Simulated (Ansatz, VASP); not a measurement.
**Si in VASP and in Ansatz**

Contents of INCAR:

```
SYSTEM = Si
ALGO = Normal
EDIFF = 1E-7
ENCUT = 520
ISIF = 2
ISMEAR = -1
LASPH = .TRUE.
LCHARG = .TRUE.
LELF = .TRUE.
LREAL = .FALSE.
LVHAR = .TRUE.
LWAVE = .FALSE.
NBANDS = 8
NELM = 100
PREC = Accurate
SIGMA = 0.1
```

Contents of KPOINTS:

```
k-points
0
G
  16 16 16
  0 0 0
```

Contents of POSCAR:

```
Si
1.0
   -1.5612153612      1.5612153612      1.5612153612
    1.5612153612     -1.5612153612      1.5612153612
    1.5612153612      1.5612153612     -1.5612153612
Si
1
Direct
    0.0000000000      0.0000000000      0.0000000000
```

Input for Ansatz:

```yaml
crystal:
  lattice:
    - [-1.5612153612, 1.5612153612, 1.5612153612]
    - [1.5612153612, -1.5612153612, 1.5612153612]
    - [1.5612153612, 1.5612153612, -1.5612153612]
  atoms:
    - { symbol: Si, position: [0.0, 0.0, 0.0] }
hamiltonian:
  xc: lda
  pseudopotentials:
    kind: paw
    azcp:
      Si: "pseudopotentials/Si.paw.azcp"
basis:
  ecutwfc: 420
  fft_grid_basis: typed
kpoints:
  mp_grid: { grid: [16, 16, 16], shift: [0, 0, 0] }
magnetization:
  spin_polarized: false
scf:
  occupations: { method: fermi_dirac, width: 0.1 }
  lower_state_search: "off"
output:
  stress: true
  write_density: true
  write_potential: true
  elf: true
  volumetric_format: npy
```

Alike in both runs: task single point; functional LDA; k mesh 16 × 16 × 16; occupations fermi-dirac, width 0.1 eV; no spin polarisation.

|  | VASP | Ansatz |
| --- | --- | --- |
| version | VASP 6.6.1 | Ansatz 0.2.0 |
| potentials or method | VASP PAW LDA potentials, release 64 (Si), cutoff 520 eV | plane waves (420 eV) with PAW, scalar-relativistic |
| valence electrons in the cell | 4 | 4 |

|  | VASP | Ansatz | Ansatz less VASP |
| --- | --- | --- | --- |
| pressure (GPa) | -6.5 | -6.5 | -0.07 |

Ansatz warns that its potentials were made for another functional, while VASP's fit it. LDA's correlation is that of Perdew and Zunger in VASP and of Perdew and Wang (1992) in Ansatz.
